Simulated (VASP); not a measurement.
A run of VASP 6.6.1 is set up as follows.

File INCAR:

```
ALGO = Normal
EDIFF = 1E-7
ENCUT = 520
GGA = PE
ISIF = 2
ISMEAR = 0
LASPH = True
LCHARG = False
LDAU = True
LDAUJ = 0 0
LDAUL = 2 -1
LDAUPRINT = 1
LDAUTYPE = 2
LDAUU = 4 0
LMAXMIX = 4
LREAL = False
LWAVE = False
NBANDS = 33
NELM = 150
PREC = Accurate
SIGMA = 0.05
```

KPOINTS

```
k-points
0
Gamma
  6 6 8
```

The input POSCAR:

```
TiO2
1.0
    4.5922000000      0.0000000000      0.0000000000
    0.0000000000      4.5922000000      0.0000000000
    0.0000000000      0.0000000000      2.9574000000
Ti O
2 4
Direct
    0.0000000000      0.0000000000      0.0000000000
    0.5000000000      0.5000000000      0.5000000000
    0.3049600000      0.3049600000      0.0000000000
    0.1950400000      0.8049600000      0.5000000000
    0.6950400000      0.6950400000      0.0000000000
    0.8049600000      0.1950400000      0.5000000000
```

Potentials or basis: VASP PAW PBE potentials, release 64 (Ti_sv, O).

The run is started by

```bash
$ cat potpaw_PBE.64/Ti_sv/POTCAR potpaw_PBE.64/O/POTCAR > POTCAR
$ mpirun -np 1 vasp_std > vasp.out
```

(1) Estimate the band gap on the k mesh.

(2) What does it give for the largest force?

(3) What does it give for the pressure?

Answers

(1) 2.39 eV.

(2) 0.252 eV/Å.

(3) 13.6 GPa.

Caveat: the cell stands under pressure.
